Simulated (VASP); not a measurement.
A run of VASP 6.6.1:

The input INCAR:

```
SYSTEM = HCCl3
PREC     = Accurate       ! precision mode
ENCUT    = 520            ! plane-wave cutoff, eV
EDIFF    = 1E-7           ! SCF threshold, eV
ISMEAR   = 0              ! smearing method
SIGMA    = 0.02           ! smearing width, eV
LREAL    = Auto         
LASPH    = .True.         ! aspherical terms in the spheres
NELM     = 80             ! most SCF steps
ALGO     = Normal         ! electronic algorithm
ISIF     = 2              ! what is computed and relaxed
LWAVE    = .False.        ! write WAVECAR
LCHARG   = .False.        ! write CHGCAR
GGA      = PE             ! functional
IVDW     = 12             ! dispersion correction
NBANDS   = 68             ! bands
```

Contents of KPOINTS:

```
Automatic mesh
0
Gamma
  4 2 4
  0 0 0
```

Contents of POSCAR:

```
HCCl3
1.0
    7.4748807881      0.0000000000      0.0000000000
    0.0000000000      9.5727434548      0.0000000000
    0.0000000000      0.0000000000      5.8367346058
H C Cl
4 4 12
Direct
    0.5529313936      0.2500000000      0.0707475382
    0.9470686064      0.7500000000      0.5707475382
    0.0529313936      0.2500000000      0.4292524618
    0.4470686064      0.7500000000      0.9292524618
    0.4110654771      0.2500000000      0.0257336623
    0.0889345229      0.7500000000      0.5257336623
    0.9110654771      0.2500000000      0.4742663377
    0.5889345229      0.7500000000      0.9742663377
    0.3124638890      0.4022481188      0.1456068333
    0.1875361110      0.5977518812      0.6456068333
    0.8124638890      0.0977518812      0.3543931667
    0.6875361110      0.9022481188      0.8543931667
    0.6875361110      0.5977518812      0.8543931667
    0.8124638890      0.4022481188      0.3543931667
    0.1875361110      0.9022481188      0.6456068333
    0.3124638890      0.0977518812      0.1456068333
    0.3952894959      0.2500000000      0.7221637360
    0.1047105041      0.7500000000      0.2221637360
    0.8952894959      0.2500000000      0.7778362640
    0.6047105041      0.7500000000      0.2778362640
```

Potentials or basis: VASP PAW PBE potentials, release 64 (H, C, Cl).

Run with:

```sh
$ cat potpaw_PBE.64/H/POTCAR potpaw_PBE.64/C/POTCAR potpaw_PBE.64/Cl/POTCAR > POTCAR
$ mpirun -np 1 vasp_std > vasp.out
```

Hardware: 1 thread of Intel(R) Xeon(R) 6975P-C (Granite Rapids) (shared host).

Task: Estimate the wall time of this run.

Result: It took 5.9 min on 1 thread of Intel(R) Xeon(R) 6975P-C (Granite Rapids) (shared host), peak memory 0.6 GiB. Counts: scf iterations 18, k points 18.
